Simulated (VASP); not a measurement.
Wanted: the native input for a VASP 6.6.1 run.

- Task: relaxation of cell and atoms
- Functional: PBE
- Potentials or basis: VASP PAW PBE potentials, release 64 (Ga_d, Si, P)
- Cutoff: 600 eV
- k mesh: 6 × 6 × 4
- Occupations: gaussian, width 0.1 eV
- Spin: no spin polarisation
- Dipole correction: no
- Further INCAR settings: ALGO = Normal; EDIFF = 1e-07; IBRION = 2; EDIFFG = -0.04; NSW = 90; ISIF = 3

The structure of GaSiP lies in POSCAR:

```
GaSiP
1.0
    3.7294447896      0.0000000000      0.0000000000
    0.0000000000      3.7294447896      0.0000000000
    0.0000000000      0.0000000000      6.5633578071
Ga Si P
2 2 2
Direct
    0.5000000000      0.0000000000      0.2055000000
    0.0000000000      0.5000000000      0.7945000000
    0.5000000000      0.0000000000      0.6485000000
    0.0000000000      0.5000000000      0.3515000000
    0.0000000000      0.0000000000      0.0000000000
    0.5000000000      0.5000000000      0.0000000000
```

The input as run:

INCAR

```
PREC = Accurate
ENCUT = 600
EDIFF = 1E-7
ISMEAR = 0
SIGMA = 0.1
LREAL = False
LASPH = True
NELM = 60
ALGO = Normal
ISIF = 3
LWAVE = False
LCHARG = False
GGA = PE
IBRION = 2
NSW = 90
EDIFFG = -0.04
```

KPOINTS

```
Automatic mesh
0
Gamma
  6 6 4
```

Potentials or basis: VASP PAW PBE potentials, release 64 (Ga_d, Si, P).

Launch:

```bash
$ cat potpaw_PBE.64/Ga_d/POTCAR potpaw_PBE.64/Si/POTCAR potpaw_PBE.64/P/POTCAR > POTCAR
$ mpirun -np 1 vasp_std > vasp.out
```

Results of the run:

```
Relaxed volume                        : 17.24 Å³/atom
Relaxed cell                          : a = 3.356 Å, b = 3.356 Å, c = 9.183 Å, α = 90.00°, β = 90.00°, γ = 90.00°
Space group after relaxing (to 0.1 Å) : P4/nmm (No. 129)
Energy gained by relaxing             : 617.4 meV/atom
Ionic steps                           : 42
Pressure after relaxing               : 0.0 GPa
Largest force after relaxing          : 0.040 eV/Å
```

Caveat: the highest band is partly filled, so the run has too few bands; a cell axis changed by over 15 % at a fixed basis, so the end point is rough.

Run time: 39 min on 1 thread of Oxide Virtual Turin-like Processor (shared host), peak memory 0.23 GiB.
